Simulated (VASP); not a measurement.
C: single point with PBE

C:

```
C
1.0
     1.69678    0.00000    0.00000
    -0.84839    1.46946    0.00000
     0.00000    0.00000    1.47466
C
1
Direct
  0.00000 0.00000 0.00000
```

```yaml
Program: VASP 6.6.1
Task: single point
Functional: PBE
Potentials_or_basis: VASP PAW PBE potentials, release 64 (C)
Cutoff: 520 eV
k_mesh: 24 × 24 × 22
Occupations: fermi-dirac, width 0.1 eV
Spin: no spin polarisation
```

```json
{
 "Pressure": "311.2 GPa",
 "Band gap on the k mesh": "zero (band 2 reaches 32.10 eV, above the bottom of band 3 at 10.20 eV)"
}
```

Stress tensor (GPa, compression positive):
```
310.62   0.00   0.00
  0.00 310.62   0.00
  0.00   0.00 312.24
```

Levels at points of the mesh, in eV from the Fermi level:
| k point | band 1 | band 2 | band 3 | band 4 | band 5 | band 6 | band 7 |
| --- | --- | --- | --- | --- | --- | --- | --- |
| (0.00, 0.00, 0.00) | -29.48 | 13.12 | 13.12 | 17.49 | 33.82 | 38.93 | 38.93 |
| (0.50, 0.00, 0.00) | -17.38 | -13.30 | 5.54 | 22.80 | 23.29 | 47.26 | 55.46 |
| (0.00, 0.00, 0.50) | -17.90 | -13.48 | 19.17 | 19.17 | 38.97 | 51.87 | 51.87 |
| (0.50, 0.00, 0.50) | -8.09 | -6.76 | 4.42 | 8.67 | 12.99 | 37.98 | 39.06 |

It took 15 s on 1 thread of Intel(R) Xeon(R) Platinum 8488C (Sapphire Rapids), on a shared host, peak memory 0.12 GiB.
